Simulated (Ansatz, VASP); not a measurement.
# Al2Zn in VASP and in Ansatz

```
CELL_PARAMETERS angstrom
2.73913 0.00000 0.00000
-1.36956 2.37215 0.00000
0.00000 0.00000 8.09741
ATOMIC_POSITIONS crystal
Al 0.33333 0.66667 0.32822
Al 0.66667 0.33333 0.67178
Zn 0.00000 0.00000 0.00000
```

Alike in both runs: task single point; functional LDA; k mesh 18 × 18 × 8; occupations gaussian, width 0.15 eV; no spin polarisation.

|  | VASP | Ansatz |
| --- | --- | --- |
| version | VASP 6.6.1 | Ansatz 0.2.0 |
| potentials or method | VASP PAW LDA potentials, release 64 (Al, Zn), cutoff 520 eV | scalar-relativistic, plane waves, PAW |
| valence electrons in the cell | 18 | 18 |

Ansatz gave:

```
gap on the k mesh at the Fermi level (eV)                     : none
pressure (GPa)                                                : -6.7
traceless stress, the component that is largest in VASP (GPa) : -3.56
```

**Question.** Estimate VASP's values.

**Answer.** gap on the k mesh at the Fermi level (eV): none; pressure (GPa): -6.5; traceless stress, the component that is largest in VASP (GPa): -3.65.

LDA's correlation is that of Perdew and Zunger in VASP and of Perdew and Wang (1992) in Ansatz. A gap of «none» marks a metal or a gap that the smearing closes.
